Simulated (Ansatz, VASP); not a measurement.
## InSb in VASP and in Ansatz

Contents of INCAR:

```
SYSTEM = InSb
PREC     = Accurate       ! precision mode
ENCUT    = 520            ! plane-wave cutoff, eV
EDIFF    = 1E-7           ! SCF threshold, eV
ISMEAR   = 0              ! smearing method
SIGMA    = 0.15           ! smearing width, eV
LREAL    = .False.        ! projectors in reciprocal space
LASPH    = .True.         ! aspherical terms in the spheres
NELM     = 80             ! most SCF steps
ALGO     = Normal         ! electronic algorithm
ISIF     = 2              ! what is computed and relaxed
LWAVE    = .False.        ! write WAVECAR
LCHARG   = .True.         ! write CHGCAR
GGA      = PE             ! functional
LELF     = .True.         ! ELF
LVHAR    = .True.       
NBANDS   = 16             ! bands
```

KPOINTS

```
Automatic mesh
0
Gamma
  16 16 16
  0 0 0
```

The input POSCAR:

```
InSb
1.0
   -3.0567500000      3.0567500000      1.6824500000
    3.0567500000     -3.0567500000      1.6824500000
    3.0567500000      3.0567500000     -1.6824500000
In Sb
1 1
Direct
    0.2500000000      0.7500000000      0.5000000000
    0.0000000000      0.0000000000      0.0000000000
```

Input for Ansatz:

```yaml
crystal:
  lattice:
    - [-3.05675, 3.05675, 1.68245]
    - [3.05675, -3.05675, 1.68245]
    - [3.05675, 3.05675, -1.68245]
  atoms:
    - { symbol: In, position: [0.25, 0.75, 0.5] }
    - { symbol: Sb, position: [0.0, 0.0, 0.0] }
basis:
  ecutwfc: 420
kpoints:
  mp_grid: { grid: [16, 16, 16] }
hamiltonian:
  xc: pbe
  pseudopotentials: { kind: paw, azcp: { folder: soft_1 } }
scf:
  occupations: { method: gaussian, width: 0.15 }
output:
  forces: true
  stress: true
  eigenvalues: true
```

Alike in both runs: task single point; functional PBE; k mesh 16 × 16 × 16; occupations gaussian, width 0.15 eV; no spin polarisation.

|  | VASP | Ansatz |
| --- | --- | --- |
| version | VASP 6.6.1 | Ansatz 0.2.0 |
| potentials or method | VASP PAW PBE potentials, release 64 (In_d, Sb), cutoff 520 eV | scalar-relativistic, plane waves, PAW |
| valence electrons in the cell | 18 | 28 |

Ansatz gave:

* gap on the k mesh at the Fermi level (eV): none
* pressure (GPa): -3.6
* traceless stress, the component that is largest in VASP (GPa): -0.17

Question: Estimate VASP's values.

Answer: gap on the k mesh at the Fermi level (eV): none; pressure (GPa): -3.7; traceless stress, the component that is largest in VASP (GPa): -0.18.

A gap of «none» marks a metal or a gap that the smearing closes. VASP's potentials hold 18 valence electrons a cell and Ansatz's 28, so a difference there can come from the potentials and not from the codes.

Neither program's run includes spin-orbit coupling.
